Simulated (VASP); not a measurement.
# AgBi2 (P1) in VASP: notebook

Runs on AgBi2. Level: PBE. Tasks: single point.

Program: VASP 6.6.1. These are calculated values, not measurements. Logs are shortened: lines on timing, memory, paths and dates and some standing lists are left out, and cuts for length are marked.

## Step 1: The cell of the first run

The typed cell holds 12 atoms: a = 7.543 Å, b = 7.623 Å, c = 7.573 Å, α = 89.09°, β = 90.28°, γ = 90.40°.

## Step 2: Single point, PBE

INCAR

```
SYSTEM = AgBi2
PREC = Accurate ; ENCUT = 400
EDIFF = 1E-6 ; ISMEAR = 1
SIGMA = 0.15 ; LREAL = .False.
LASPH = .True. ; NELM = 120
ALGO = Normal ; ISIF = 2
LWAVE = .False. ; LCHARG = .False.
GGA = PE ; NBANDS = 94
GGA_COMPAT = .False.
```

KPOINTS

```
Automatic mesh
0
Gamma
  2 2 2
  0 0 0
```

POSCAR

```
AgBi2
1.0
    7.5426000000     -0.0260810000     -0.0181190000
   -0.0260810000      7.6231850000      0.0604170000
   -0.0181190000      0.0604170000      7.5730480000
Ag Bi
4 8
Direct
    0.9834242154      0.9791924544      0.0440514563
    0.4974070047      0.9826378025      0.4979246783
    0.4821384184      0.5552477950      0.0459637203
    0.0021388089      0.5140705362      0.4899114800
    0.3613154469      0.3538361075      0.3963513711
    0.1300719758      0.6369679411      0.8626372211
    0.8541285207      0.1994071604      0.6415388325
    0.6095930772      0.9017529340      0.1117128810
    0.6061283475      0.6549747346      0.6198066922
    0.8429826380      0.4078685556      0.1289930828
    0.1363598657      0.8923169686      0.3635081397
    0.3655593240      0.2089861997      0.8883044515
```

Potentials or basis: VASP PAW PBE potentials, release 64 (Ag, Bi_d).

On the command line:

```sh
cat potpaw_PBE.64/Ag/POTCAR potpaw_PBE.64/Bi_d/POTCAR > POTCAR
mpirun -np 1 vasp_std > vasp.out
```

OUTCAR:

```text
SYSTEM = AgBi2
   PREC = Accurate
   ENCUT = 400
   EDIFF = 1E-6
   ISMEAR = 1
   LREAL = .False.
   LASPH = .True.
   NELM = 120
   ISIF = 2
   GGA = PE

 ion  position               nearest neighbor table
   1  0.983  0.979  0.044-  11 2.75   8 2.92   6 3.18  10 3.51  12 3.56   7 3.59
   2  0.497  0.983  0.498-   9 2.78  11 2.98   5 3.10   8 3.12   7 3.33  12 3.59
   3  0.482  0.555  0.046-   8 2.86  10 3.01  12 3.04   6 3.05   5 3.18   9 3.44
   4  0.002  0.514  0.490-   7 2.86   5 3.07  10 3.10   6 3.13  11 3.18   9 3.34
   5  0.361  0.354  0.396-   4 3.07   2 3.10   3 3.18   9 3.40  12 3.87  11 3.91
   6  0.130  0.637  0.863-   3 3.05   4 3.13   1 3.18  10 3.42  12 3.73
   7  0.854  0.199  0.642-   4 2.86   2 3.33   1 3.59  11 3.84
   8  0.610  0.902  0.112-   3 2.86   1 2.92   2 3.12  12 3.41
   9  0.606  0.655  0.620-   2 2.78   4 3.34   5 3.40   3 3.44
  10  0.843  0.408  0.129-   3 3.01   4 3.10   6 3.42   1 3.51
  11  0.136  0.892  0.364-   1 2.75   2 2.98   4 3.18   7 3.84   5 3.91
  12  0.366  0.209  0.888-   3 3.04   8 3.41   1 3.56   2 3.59   6 3.73   5 3.87

  LATTYP: Found a triclinic cell.
 ALAT       =     7.6234690251
 B/A-ratio  =     1.3983107628
 C/A-ratio  =     0.9894008659
 COS(alpha) =     0.0015070937
 COS(beta)  =     0.0068978201
 COS(gamma) =     0.7038451981

  Lattice vectors:

 A1 = (  -0.0260810000,   7.6231850000,   0.0604170000)
 A2 = (  -0.0079620000,   7.5627680000,  -7.5126310000)
 A3 = (  -7.5426000000,   0.0260810000,   0.0181190000)

Analysis of symmetry for initial positions (statically):
=====================================================================
 Subroutine PRICEL returns:
 Original cell was already a primitive cell.

 Routine SETGRP: Setting up the symmetry group for a
 triclinic supercell.

 Subroutine GETGRP returns: Found  1 space group operations
 (whereof  1 operations were pure point group operations)
 out of a pool of  2 trial point group operations.

The static configuration has the point symmetry C_1 .

Analysis of symmetry for dynamics (positions and initial velocities):
=====================================================================
 Subroutine PRICEL returns:
 Original cell was already a primitive cell.

 Routine SETGRP: Setting up the symmetry group for a
 triclinic supercell.

 Subroutine GETGRP returns: Found  1 space group operations
 (whereof  1 operations were pure point group operations)
 out of a pool of  2 trial point group operations.

[... 115 lines left out ...]
   NUPDOWN=      -1.0000    fix difference up-down
   EMIN   =  10.00;   EMAX   =-10.00  energy-range for DOS
   EFERMI =   0.00;   METHOD = LEGACY
   ISMEAR =     1;   SIGMA  =   0.15  broadening in eV -4-tet -1-fermi 0-gaus
   EFERMI_NEDOS =   21; number of points for ismear=-14 and -15
   IALGO  =     38    algorithm
   IMIX   =      4    mixing-type and parameters
     AMIX     =   0.40;   BMIX     =  1.00
     AMIX_MAG =   1.60;   BMIX_MAG =  1.00
  volume/ion in A,a.u.               =      36.28       244.85
  Fermi-wavevector in a.u.,A,eV,Ry     =   1.182293  2.234209 19.018445  1.397816
  Thomas-Fermi vector in A             =   2.318550
   LORBIT       =      0    0 simple, 1 ext, 2 COOP (PROOUT), +10 PAW based schemes
   GGA     = PE    functional components
   LHFCALC =     F    Hartree Fock is set to
   AEXX    =    0.0000 exact exchange contribution
   IVDW    =     0    specifies the selected vdW correction
   LEPSILON=     F    determine dielectric tensor
   LRPA    =     F    only Hartree local field effects (RPA)
 non-spin polarized calculation
 Methfessel and Paxton  Order N= 1 SIGMA  =   0.15
  energy-cutoff  :      400.00
  volume of cell :      435.40
 maximum number of plane-waves:      7939
 NGX is ok and might be reduce to    50
   NGX = 25   NGY = 25   NGZ = 25

 number of electron     164.0000020 magnetization

 Free energy of the ion-electron system (eV)
  ---------------------------------------------------
  ext. energy  EPLUGINS =         0.00000000
  ---------------------------------------------------
  free energy    TOTEN  =       -37.17607222 eV

  energy without entropy =      -37.16831518  energy(sigma->0) =      -37.17348654

 E-fermi :   4.5059     XC(G=0):  -9.0840

 val. band max:        4.4974981813   @ k =   0.5000   0.0000   0.0000
 cond. band min:       4.5095805719   @ k =   0.0000   0.5000   0.5000
 fundamental gap:      0.0120823906
 Fermi energy:         4.5059432750

 k-point     1 :       0.0000    0.0000    0.0000
  band No.  band energies     occupation
      1     -18.3390      2.00000
      2     -18.3291      2.00000
      3     -18.3038      2.00000
      4     -18.2824      2.00000
      5     -18.2796      2.00000
      6     -18.2706      2.00000
[... 765 lines left out ...]
     93       7.7915      0.00000
     94       8.0480      0.00000

------------------------ aborting loop because EDIFF is reached ----------------------------------------

  FORCE on cell =-STRESS in cart. coord.  units (eV):
  Direction    XX          YY          ZZ          XY          YZ          ZX
  --------------------------------------------------------------------------------------
  -------------------------------------------------------------------------------------
  Total      -16.0934912    -15.3007160    -15.1807697     -0.5387141     -1.3667679      1.3594541
  in kB      -59.2198963    -56.3026879    -55.8613165     -1.9823288     -5.0293533      5.0024406
  external PRESSURE =     -57.1279669 kB  Pullay stress =       0.0000000 kB

 VOLUME and BASIS-vectors are now :
 -----------------------------------------------------------------------------
  energy-cutoff  :      400.00
  volume of cell :      435.40
      direct lattice vectors                 reciprocal lattice vectors
     7.542600000 -0.026081000 -0.018119000     0.132582591  0.000451116  0.000313613
    -0.026081000  7.623185000  0.060417000     0.000451116  0.131188595 -0.001045530
    -0.018119000  0.060417000  7.573048000     0.000313613 -0.001045530  0.132056320

 POSITION                                       TOTAL-FORCE (eV/Angst)
 -----------------------------------------------------------------------------------
      7.39124      7.44158      0.37495        -0.013560      0.396110     -0.749715
      3.71709      7.50794      3.82116         0.080311      0.731085     -0.162254
      3.62126      4.22296      0.37290        -0.073995     -0.389506     -0.273140
     -0.00615      3.94840      3.74114        -0.007755      0.377724     -0.134594
      2.70885      2.71188      3.01642         0.117537      0.059522      0.281183
      0.94884      4.90445      6.56892        -0.337404     -0.235361      0.420045
      6.42552      1.53660      4.85498        -0.119939     -0.494431     -0.041208
      4.57237      6.86508      0.88944        -0.282556      0.216729      0.088969
      4.54347      5.01463      4.72241         0.162952     -0.771923      0.084715
      6.34531      3.09506      0.98624         0.249116      0.188857     -0.221135
      0.99865      6.82070      2.80431         0.065665     -0.123103      0.730570
      2.73572      1.63728      6.73317         0.159630      0.044298     -0.023436
 -----------------------------------------------------------------------------------
    total drift:                                0.000659      0.001384     -0.001693

  FREE ENERGIE OF THE ION-ELECTRON SYSTEM (eV)
  ---------------------------------------------------
  free  energy   TOTEN  =       -37.1760722215 eV

  energy  without entropy=      -37.1683151795  energy(sigma->0) =      -37.17348654
```

Run time: 3.9 min. Hardware: 1 thread of AMD EPYC 7R43 (Zen 3), shared host; peak memory 0.39 GiB.

Results:

```
Free energy            : -37.1761 eV
Pressure               : -5.7 GPa
Largest force          : 0.848 eV/Å
Band gap on the k mesh : zero (bands 82 and 83 overlap by 0.23 eV)
```

Forces in eV/Å, atoms in the order of the input:
```
Ag  -0.014  0.396 -0.750
Ag   0.080  0.731 -0.162
Ag  -0.074 -0.390 -0.273
Ag  -0.008  0.378 -0.135
Bi   0.118  0.060  0.281
Bi  -0.337 -0.235  0.420
Bi  -0.120 -0.494 -0.041
Bi  -0.283  0.217  0.089
Bi   0.163 -0.772  0.085
Bi   0.249  0.189 -0.221
Bi   0.066 -0.123  0.731
Bi   0.160  0.044 -0.023
```

Stress tensor (GPa, compression positive):
```
-5.92 -0.20  0.50
-0.20 -5.63 -0.50
 0.50 -0.50 -5.59
```

Levels at points of the mesh, in eV from the Fermi level:
```
           k point  band 80  band 81  band 82  band 83  band 84  band 85
(0.00, 0.00, 0.00)    -0.69    -0.30    -0.02     0.17     0.57     0.72
(0.50, 0.00, 0.00)    -0.80    -0.13    -0.09    -0.01     0.09     0.64
(0.00, 0.50, 0.00)    -0.78    -0.32    -0.24    -0.04     0.23     0.87
(0.50, 0.50, 0.00)    -0.44    -0.06     0.09     0.16     0.21     0.38
(0.00, 0.00, 0.50)    -0.93    -0.23    -0.15    -0.04     0.15     0.59
(0.50, 0.00, 0.50)    -0.42    -0.06     0.10     0.20     0.29     0.41
(0.00, 0.50, 0.50)    -0.54    -0.22     0.00     0.19     0.23     0.43
(0.50, 0.50, 0.50)    -0.55    -0.35    -0.31    -0.13     0.04     0.56
```

Caveat: the k points lie up to 0.42 Å⁻¹ apart; spin-orbit coupling is left out, which moves the levels of the heavy elements.

## Step 3: Single point, PBE

This run uses another cell than the first one, of 36.49 Å³/atom.

INCAR

```
ALGO = Normal
EDIFF = 1E-6
ENCUT = 400
GGA = PE
GGA_COMPAT = F
ISIF = 2
ISMEAR = 1
LASPH = T
LCHARG = F
LREAL = F
LWAVE = F
NBANDS = 94
NELM = 120
PREC = Accurate
SIGMA = 0.15
```

KPOINTS

```
k-points
0
Gamma
  2 2 2
```

POSCAR

```
AgBi2
1.0
    7.5570040000     -0.0261310000     -0.0181540000
   -0.0261310000      7.6377430000      0.0605320000
   -0.0181540000      0.0605320000      7.5875110000
Ag Bi
4 8
Direct
    0.9817001409      0.9807617729      0.0404652214
    0.4974877596      0.9866364441      0.4973114788
    0.4825891853      0.5516259366      0.0454371536
    0.0014204595      0.5182235437      0.4899040910
    0.3615110485      0.3550859130      0.3964795321
    0.1310665420      0.6369128614      0.8630171044
    0.8534111327      0.1962711883      0.6421494662
    0.6113971487      0.9026128870      0.1119599485
    0.6069762973      0.6537102607      0.6206457768
    0.8446319911      0.4062586774      0.1290839379
    0.1363563429      0.8927322946      0.3655635612
    0.3661810470      0.2093649955      0.8882185962
```

Potentials or basis: VASP PAW PBE potentials, release 64 (Ag, Bi_d).

On the command line:

```sh
cat potpaw_PBE.64/Ag/POTCAR potpaw_PBE.64/Bi_d/POTCAR > POTCAR
mpirun -np 1 vasp_std > vasp.out
```

It took 4.3 min on 1 thread of AMD EPYC 7R43 (Zen 3), shared host; peak memory 0.4 GiB.

It converged, with:

```
Free energy            : -37.1762 eV
Pressure               : -6.0 GPa
Largest force          : 0.690 eV/Å
Band gap on the k mesh : zero (bands 82 and 83 overlap by 0.25 eV)
```

Forces on the atoms (eV/Å):
```
Ag   0.086  0.354 -0.586
Ag   0.120  0.568 -0.110
Ag  -0.021 -0.263 -0.250
Ag  -0.040  0.240 -0.082
Bi   0.101  0.085  0.293
Bi  -0.331 -0.248  0.426
Bi  -0.077 -0.416 -0.099
Bi  -0.331  0.136  0.064
Bi   0.114 -0.630  0.017
Bi   0.243  0.202 -0.229
Bi  -0.016 -0.049  0.583
Bi   0.151  0.020 -0.027
```

Stress tensor (GPa, compression positive):
```
-6.11 -0.15  0.41
-0.15 -5.98 -0.39
 0.41 -0.39 -5.87
```

Levels at points of the mesh, in eV from the Fermi level:
| k point | band 78 | band 79 | band 80 | band 81 | band 82 | band 83 | band 84 | band 85 | band 86 | band 87 |
| --- | --- | --- | --- | --- | --- | --- | --- | --- | --- | --- |
| (0.00, 0.00, 0.00) | -1.64 | -1.40 | -0.70 | -0.30 | -0.02 | 0.16 | 0.58 | 0.73 | 1.01 | 1.17 |
| (0.50, 0.00, 0.00) | -1.10 | -1.02 | -0.82 | -0.12 | -0.09 | -0.02 | 0.09 | 0.64 | 0.81 | 1.39 |
| (0.00, 0.50, 0.00) | -1.11 | -0.87 | -0.78 | -0.32 | -0.23 | -0.04 | 0.22 | 0.85 | 1.17 | 1.27 |
| (0.50, 0.50, 0.00) | -0.86 | -0.63 | -0.45 | -0.05 | 0.09 | 0.16 | 0.21 | 0.38 | 0.56 | 0.69 |
| (0.00, 0.00, 0.50) | -1.22 | -1.08 | -0.93 | -0.22 | -0.15 | -0.04 | 0.14 | 0.59 | 0.62 | 1.46 |
| (0.50, 0.00, 0.50) | -0.71 | -0.67 | -0.43 | -0.05 | 0.10 | 0.20 | 0.30 | 0.40 | 0.48 | 0.65 |
| (0.00, 0.50, 0.50) | -0.79 | -0.70 | -0.54 | -0.20 | 0.02 | 0.18 | 0.23 | 0.44 | 0.51 | 0.64 |
| (0.50, 0.50, 0.50) | -0.82 | -0.74 | -0.55 | -0.34 | -0.30 | -0.14 | 0.03 | 0.57 | 0.64 | 0.93 |

Caveat: the k points lie up to 0.42 Å⁻¹ apart; spin-orbit coupling is left out, which moves the levels of the heavy elements.
